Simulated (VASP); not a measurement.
Set up this calculation in VASP 6.6.1, as the native input.

| Quantity | Value |
| --- | --- |
| Task | single point |
| Functional | PBE |
| Potentials or basis | VASP PAW PBE potentials, release 64 (Zr_sv, Mn_pv) |
| Cutoff | 520 eV |
| k mesh | 6 × 6 × 6 |
| Occupations | fermi-dirac, width 0.05 eV |
| Spin | collinear spin, ferromagnetic start |
| Starting moments | [0.0, 0.0, 0.0, 4.0] μB |
| Dipole correction | no |
| Further INCAR settings | ALGO = Fast; EDIFF = 1e-07; NBANDS = 36 |

The structure of Zr3Mn lies in POSCAR:

```
Zr3Mn
1.0
    4.4589911873      0.0000000000      0.0000000000
    0.0000000000      4.4589911873      0.0000000000
    0.0000000000      0.0000000000      4.4589911873
Zr Mn
3 1
Direct
    0.5000000000      0.5000000000      0.0000000000
    0.5000000000      0.0000000000      0.5000000000
    0.0000000000      0.5000000000      0.5000000000
    0.0000000000      0.0000000000      0.0000000000
```

One way to write it, as run:

INCAR

```
PREC = Accurate
ENCUT = 520
EDIFF = 1E-7
ISMEAR = -1
SIGMA = 0.05
LREAL = False
LASPH = True
NELM = 150
ALGO = Fast
ISIF = 2
LWAVE = False
LCHARG = False
ISPIN = 2
MAGMOM = 0 0 0 4
LORBIT = 11
LMAXMIX = 4
GGA = PE
NBANDS = 36
```

KPOINTS

```
regular mesh
0
Gamma
  6 6 6
```

Potentials or basis: VASP PAW PBE potentials, release 64 (Zr_sv, Mn_pv).

Run with:

```bash
$ cat potpaw_PBE.64/Zr_sv/POTCAR potpaw_PBE.64/Mn_pv/POTCAR > POTCAR
$ mpirun -np 1 vasp_std > vasp.out
```

It gave:

| Property | Result |
| --- | --- |
| Pressure | -4.7 GPa |
| Net moment | 3.54 μB per cell |
| Site moments | Zr -0.07; Mn +3.62 μB |
| Valence electrons inside the program's atomic spheres | Zr 9.81; Mn 11.42 |

It took 4.5 min on 1 thread of Intel(R) Xeon(R) 6975P-C (Granite Rapids) (shared host), peak memory 0.3 GiB.
